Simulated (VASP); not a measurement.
# Te in VASP: further runs

The runs below take Te through single point, relaxation of the atoms, with PBE, PBE-based screened hybrid with 35 % exact exchange, PBE-based screened hybrid with 50 % exact exchange.

All numbers are computed with VASP 6.6.1; they aren't measurements. Logs are shortened: lines on timing, memory, paths and dates and some standing lists are left out, and cuts for length are marked.

### Step 1. The cell of the first run

It takes space group P3_121 (No. 152, trigonal). Conventional cell: a = 4.541 Å, b = 4.541 Å, c = 6.040 Å, α = 90.00°, β = 90.00°, γ = 120.00°. Within 3.8 Å of Te (site symmetry 2) lie 6 Te at 2.92 to 3.54 Å.

### Step 2. Single point, PBE (35.96 Å³/atom)

Contents of INCAR:

```
ALGO = Normal ; EDIFF = 1E-6
ENCUT = 520 ; GGA = PE
ISIF = 2 ; ISMEAR = -1
LASPH = T ; LCHARG = F
LREAL = F ; LWAVE = F
NBANDS = 16 ; NELM = 80
PREC = Accurate ; SIGMA = 0.05
```

Contents of KPOINTS:

```
k-points
0
Gamma
  7 7 5
```

Contents of POSCAR:

```
Te
1.0
    4.5413555111      0.0000000000      0.0000000000
   -2.2706777555      3.9329292402      0.0000000000
    0.0000000000      0.0000000000      6.0401863600
Te
3
Direct
    0.7310000000      0.7310000000      0.0000000000
    0.0000000000      0.2690000000      0.6666666667
    0.2690000000      0.0000000000      0.3333333333
```

Potentials or basis: VASP PAW PBE potentials, release 64 (Te).

Command:

```console
$ cat potpaw_PBE.64/Te/POTCAR > POTCAR
$ mpirun -np 1 vasp_std > vasp.out
```

OUTCAR:

```text
EDIFF = 1E-6
   ENCUT = 520
   GGA = PE
   ISIF = 2
   ISMEAR = -1
   LASPH = T
   LREAL = F
   NELM = 80
   PREC = Accurate

 ion  position               nearest neighbor table
   1  0.731  0.731  0.000-   2 2.92   3 2.92   2 3.54   3 3.54   3 3.54   2 3.54
   2  0.000  0.269  0.667-   1 2.92   3 2.92   1 3.54   1 3.54   3 3.54   3 3.54
   3  0.269  0.000  0.333-   1 2.92   2 2.92   1 3.54   1 3.54   2 3.54   2 3.54

  LATTYP: Found a hexagonal cell.
 ALAT       =     4.5413555111
 C/A-ratio  =     1.3300404131

  Lattice vectors:

 A1 = (   4.5413555111,   0.0000000000,   0.0000000000)
 A2 = (  -2.2706777555,   3.9329292402,   0.0000000000)
 A3 = (   0.0000000000,   0.0000000000,   6.0401863600)

Analysis of symmetry for initial positions (statically):
=====================================================================
 Subroutine PRICEL returns:
 Original cell was already a primitive cell.

 Routine SETGRP: Setting up the symmetry group for a
 hexagonal supercell.

 Subroutine GETGRP returns: Found  6 space group operations
 (whereof  2 operations were pure point group operations)
 out of a pool of 24 trial point group operations.

The static configuration has the point symmetry C_2 .
 The point group associated with its full space group is D_3 .

Analysis of symmetry for dynamics (positions and initial velocities):
=====================================================================
 Subroutine PRICEL returns:
 Original cell was already a primitive cell.

 Routine SETGRP: Setting up the symmetry group for a
 hexagonal supercell.

 Subroutine GETGRP returns: Found  6 space group operations
 (whereof  2 operations were pure point group operations)
 out of a pool of 24 trial point group operations.

The dynamic configuration has the point symmetry C_2 .
 The point group associated with its full space group is D_3 .

 Subroutine INISYM returns: Found  6 space group operations
 (whereof  2 operations are pure point group operations),
 and found     1 'primitive' translations

----------------------------------------------------------------------------------------

                                     Primitive cell

  volume of cell :     107.8827
[... 86 lines left out ...]
   LNONCOLLINEAR =      F non collinear calculations
   LSORBIT =      F    spin-orbit coupling
   LASPH  =      T    aspherical Exc in radial PAW
   ENCUT  =  520.0 eV  38.22 Ry    6.18 a.u.   8.44  8.44 11.23*2*pi/ulx,y,z
   NELM   =     80;   NELMIN=  2; NELMDL= -5     # of ELM steps
   EDIFF  = 0.1E-05   stopping-criterion for ELM
   LREAL  =      F    real-space projection
   EDIFFG = 0.1E-04   stopping-criterion for IOM
   NSW    =      0    number of steps for IOM
   IBRION =     -1    ionic relax: 0-MD 1-quasi-New 2-CG
   NFREE  =      0    steps in history (QN), initial steepest desc. (CG)
   ISIF   =      2    stress and relaxation
   ISYM   =      2    0-nonsym 1-usesym 2-fastsym
   POTIM  = 0.5000    time-step for ionic-motion
   TEBEG  =    0.0;   TEEND  =   0.0 temperature during run
   PSTRESS=    0.0 pullay stress
   NELECT =      18.0000    total number of electrons
   NUPDOWN=      -1.0000    fix difference up-down
   EMIN   =  10.00;   EMAX   =-10.00  energy-range for DOS
   EFERMI =   0.00;   METHOD = LEGACY
   ISMEAR =    -1;   SIGMA  =   0.05  broadening in eV -4-tet -1-fermi 0-gaus
   EFERMI_NEDOS =   21; number of points for ismear=-14 and -15
   IALGO  =     38    algorithm
   IMIX   =      4    mixing-type and parameters
     AMIX     =   0.40;   BMIX     =  1.00
     AMIX_MAG =   1.60;   BMIX_MAG =  1.00
  volume/ion in A,a.u.               =      35.96       242.68
  Fermi-wavevector in a.u.,A,eV,Ry     =   0.901256  1.703128 11.051509  0.812263
  Thomas-Fermi vector in A             =   2.024315
   LORBIT       =      0    0 simple, 1 ext, 2 COOP (PROOUT), +10 PAW based schemes
   GGA     = PE    functional components
   LHFCALC =     F    Hartree Fock is set to
   AEXX    =    0.0000 exact exchange contribution
   IVDW    =     0    specifies the selected vdW correction
   LEPSILON=     F    determine dielectric tensor
   LRPA    =     F    only Hartree local field effects (RPA)
 non-spin polarized calculation
  energy-cutoff  :      520.00
  volume of cell :      107.88
 maximum number of plane-waves:      2945
 NGX is ok and might be reduce to    36
   NGX = 17   NGY = 17   NGZ = 23

 number of electron      18.0000000 magnetization

 Free energy of the ion-electron system (eV)
  ---------------------------------------------------
  ext. energy  EPLUGINS =         0.00000000
  ---------------------------------------------------
  free energy    TOTEN  =        -9.41942644 eV

  energy without entropy =       -9.41932863  energy(sigma->0) =       -9.41937753

 E-fermi :   5.4093     XC(G=0):  -8.8215

 val. band max:        5.0652988865   @ k =   0.2857   0.2857   0.4000
 cond. band min:       5.7039106437   @ k =   0.0000   0.0000   0.4000
 fundamental gap:      0.6386117571
 Fermi energy:         5.4092743513

 k-point     1 :       0.0000    0.0000    0.0000
  band No.  band energies     occupation
      1      -7.9540      2.00000
      2      -4.9306      2.00000
      3      -4.9306      2.00000
      4       2.3905      2.00000
      5       2.5853      2.00000
      6       2.5853      2.00000
[... 433 lines left out ...]
      3      -4.0465      2.00000
      4       1.0118      2.00000
      5       1.9739      2.00000
      6       2.1636      2.00000
[... 8 lines left out ...]
     15      11.3030      0.00000
     16      11.9138      0.00000

 [... further k-points ...]

------------------------ aborting loop because EDIFF is reached ----------------------------------------

  FORCE on cell =-STRESS in cart. coord.  units (eV):
  Direction    XX          YY          ZZ          XY          YZ          ZX
  --------------------------------------------------------------------------------------
  -------------------------------------------------------------------------------------
  Total       -0.6352175     -0.6352175     -1.1203917     -0.0000000      0.0000000      0.0000000
  in kB       -9.4336783     -9.4336783    -16.6390492     -0.0000000      0.0000000      0.0000000
  external PRESSURE =     -11.8354686 kB  Pullay stress =       0.0000000 kB

 VOLUME and BASIS-vectors are now :
 -----------------------------------------------------------------------------
  energy-cutoff  :      520.00
  volume of cell :      107.88
      direct lattice vectors                 reciprocal lattice vectors
     4.541355511  0.000000000  0.000000000     0.220198572  0.127131705  0.000000000
    -2.270677755  3.932929240  0.000000000     0.000000000  0.254263410  0.000000000
     0.000000000  0.000000000  6.040186360     0.000000000  0.000000000  0.165557806

 POSITION                                       TOTAL-FORCE (eV/Angst)
 -----------------------------------------------------------------------------------
      1.65987      2.87497      0.00000         0.065892      0.114128     -0.000000
     -0.61081      1.05796      4.02679         0.065892     -0.114128      0.000000
      1.22162      0.00000      2.01340        -0.131783      0.000000     -0.000000
 -----------------------------------------------------------------------------------
    total drift:                                0.000000     -0.000000      0.000000

  FREE ENERGIE OF THE ION-ELECTRON SYSTEM (eV)
  ---------------------------------------------------
  free  energy   TOTEN  =        -9.4194264360 eV

  energy  without entropy=       -9.4193286263  energy(sigma->0) =       -9.41937753
```

OSZICAR:

```text
N       E                     dE             d eps       ncg     rms          rms(c)
DAV:   1     0.719115017496E+02    0.71912E+02   -0.64413E+03  1024   0.893E+02
DAV:   2    -0.468461071682E+01   -0.76596E+02   -0.73289E+02  1312   0.132E+02
DAV:   3    -0.934943701392E+01   -0.46648E+01   -0.46415E+01  1224   0.368E+01
DAV:   4    -0.943765793751E+01   -0.88221E-01   -0.88203E-01  1616   0.583E+00
DAV:   5    -0.943868729917E+01   -0.10294E-02   -0.10294E-02  1320   0.541E-01    0.109E+01
DAV:   6    -0.942228586602E+01    0.16401E-01   -0.17975E-02  1368   0.785E-01    0.692E+00
DAV:   7    -0.942007958226E+01    0.22063E-02   -0.40920E-02  1248   0.119E+00    0.304E-01
DAV:   8    -0.941936276698E+01    0.71682E-03   -0.71353E-03  1184   0.453E-01    0.145E-01
DAV:   9    -0.941940218722E+01   -0.39420E-04   -0.20187E-04  1528   0.925E-02    0.849E-02
DAV:  10    -0.941942729227E+01   -0.25105E-04   -0.39645E-05  1384   0.383E-02    0.129E-02
DAV:  11    -0.941942643597E+01    0.85631E-06   -0.53893E-06  1424   0.133E-02
   1 F= -.94194264E+01 E0= -.94193775E+01  d E =-.978096E-04
```

stdout:

```text
POSCAR found type information on POSCAR Te
 POSCAR found :  1 types and       3 ions
 scaLAPACK will be used
 LDA part: xc-table for (Slater+PW92), standard interpolation
 POSCAR, INCAR and KPOINTS ok, starting setup
 FFT: planning ... GRIDC
 FFT: planning ... GRID_SOFT
 FFT: planning ... GRID
 WAVECAR not read
 entering main loop
```

It took 66 s on 1 thread of AMD EPYC 7R43 (Zen 3), shared host; peak memory 0.2 GiB.

Results:

- Free energy: -9.4194 eV
- Pressure: -1.2 GPa
- Largest force: 0.132 eV/Å
- Band gap on the k mesh: 0.64 eV (least direct gap 0.75 eV)

Forces on the atoms (eV/Å):
```
Te   0.066  0.114  0.000
Te   0.066 -0.114  0.000
Te  -0.132  0.000  0.000
```

Levels at points of the mesh, in eV from the valence-band top:
| k point | band 6 | band 7 | band 8 | band 9 | band 10 | band 11 | band 12 | band 13 |
| --- | --- | --- | --- | --- | --- | --- | --- | --- |
| (0.00, 0.00, 0.00) | -2.48 | -1.37 | -1.37 | -0.59 | 1.12 | 1.12 | 1.72 | 5.25 |

Caveat: spin-orbit coupling is left out, which moves the levels of the heavy elements; an odd mesh through Γ misses points on the zone boundary, where band edges can lie.

### Step 3. Single point, PBE (atoms moved at random)

Contents of INCAR:

```
SYSTEM = Te
PREC = Accurate ; ENCUT = 520
EDIFF = 1E-7 ; ISMEAR = -1
SIGMA = 0.05 ; LREAL = .FALSE.
LASPH = .TRUE. ; NELM = 100
ALGO = Normal ; ISIF = 2
LWAVE = .FALSE. ; LCHARG = .FALSE.
GGA = PE ; NBANDS = 16
```

Contents of KPOINTS:

```
Automatic mesh
0
G
  7 7 5
  0 0 0
```

Contents of POSCAR:

```
Te
1.0
    4.4540000000      0.0000000000      0.0000000000
   -2.2270000000      3.8572771485      0.0000000000
    0.0000000000      0.0000000000      5.9240000000
Te
3
Direct
    0.7263560000      0.7262820000     -0.0009900000
    0.0065170000      0.2784260000      0.6737860000
    0.2737860000      0.0109860000      0.3330490000
```

Potentials or basis: VASP PAW PBE potentials, release 64 (Te).

Command:

```console
$ cat potpaw_PBE.64/Te/POTCAR > POTCAR
$ mpirun -np 1 vasp_std > vasp.out
```

Run time: 6.2 min. Hardware: 1 thread of AMD EPYC 7R43 (Zen 3), shared host; peak memory 0.3 GiB.

The run converged. Its results:

```
Free energy            : -9.4155 eV
Pressure               : 1.1 GPa
Largest force          : 0.216 eV/Å
Band gap on the k mesh : 0.48 eV (least direct gap 0.70 eV)
```

Forces on the atoms (eV/Å):
```
Te  -0.033 -0.001  0.128
Te  -0.074  0.066 -0.192
Te   0.107 -0.066  0.065
```

Stress tensor (GPa, compression positive):
```
 1.02 -0.10 -0.04
-0.10  0.98 -0.15
-0.04 -0.15  1.35
```

Levels at points of the mesh, in eV from the valence-band top:
| k point | band 5 | band 6 | band 7 | band 8 | band 9 | band 10 | band 11 | band 12 | band 13 | band 14 |
| --- | --- | --- | --- | --- | --- | --- | --- | --- | --- | --- |
| (0.00, 0.00, 0.00) | -2.64 | -2.53 | -1.61 | -1.52 | -0.79 | 1.07 | 1.16 | 1.70 | 5.08 | 5.13 |

Caveat: the cell differs from its parent crystal (atoms moved at random); spin-orbit coupling is left out, which moves the levels of the heavy elements; an odd mesh through Γ misses points on the zone boundary, where band edges can lie.

(Continued in part 2 of 2.)
